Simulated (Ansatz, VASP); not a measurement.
**TeAs: VASP beside Ansatz**

```
CELL_PARAMETERS angstrom
0.00000 2.96767 2.96767
2.96767 0.00000 2.96767
2.96767 2.96767 0.00000
ATOMIC_POSITIONS crystal
Te 0.50000 0.50000 0.50000
As 0.00000 0.00000 0.00000
```

Alike in both runs: task single point; functional PBEsol; k mesh 9 × 9 × 9; occupations fermi-dirac, width 0.05 eV; no spin polarisation.

```csv
,VASP,Ansatz
version,VASP 6.6.1,Ansatz 0.2.0
potentials or method,"VASP PAW PBE potentials, release 64 (Te, As), cutoff 500 eV","all-electron LAPW, scalar-relativistic"
```

```csv
,VASP,Ansatz,Ansatz less VASP
pressure (GPa),-2.8,-2.8,-0.08
```

VASP's potentials were made for PBE, not for PBEsol. Ansatz ran all-electron here, and VASP with PAW potentials.

Spin-orbit coupling is off throughout.
